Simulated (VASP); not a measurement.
Wanted: the native input for a VASP 6.6.1 run.

```
Task                   : single point
Functional             : PBE
Potentials or basis    : VASP PAW PBE potentials, release 64 (W_sv)
Cutoff                 : 520 eV
k mesh                 : 26 × 26 × 26
Occupations            : gaussian, width 0.15 eV
Spin                   : no spin polarisation
Dipole correction      : no
Further INCAR settings : ALGO = Fast; EDIFF = 1e-06; NBANDS = 13
```

The structure of W lies in POSCAR:

```
W
1.0
   -1.5679026326      1.5679026326      1.5440259427
    1.5679026326     -1.5679026326      1.5440259427
    1.5679026326      1.5679026326     -1.5440259427
W
1
Direct
    0.0000000000      0.0000000000      0.0000000000
```

This cell differs from its parent crystal: strain -0.015 along x and y, -0.030 along z.

The input as run:

INCAR

```
  ALGO = Fast
  EDIFF = 1E-6
  ENCUT = 520
  GGA = PE
  ISIF = 2
  ISMEAR = 0
  LASPH = T
  LCHARG = F
  LREAL = F
  LWAVE = F
  NBANDS = 13
  NELM = 80
  PREC = Accurate
  SIGMA = 0.15
```

KPOINTS

```
k-points
0
Gamma
  26 26 26
```

Potentials or basis: VASP PAW PBE potentials, release 64 (W_sv).

The run is started by

```bash
$ cat potpaw_PBE.64/W_sv/POTCAR > POTCAR
$ mpirun -np 1 vasp_std > vasp.out
```

It gave:

- Pressure: 21.7 GPa
- Band gap on the k mesh: zero (bands 7 and 8 overlap by 6.72 eV)

Caveat: the cell differs from its parent crystal (strain -0.015 along x and y, -0.030 along z); the cell stands under pressure; spin-orbit coupling is left out, which moves the levels of the heavy elements.

Run time: 83 s on 1 thread of Intel(R) Xeon(R) 6975P-C (Granite Rapids), on a shared host, peak memory 0.33 GiB.
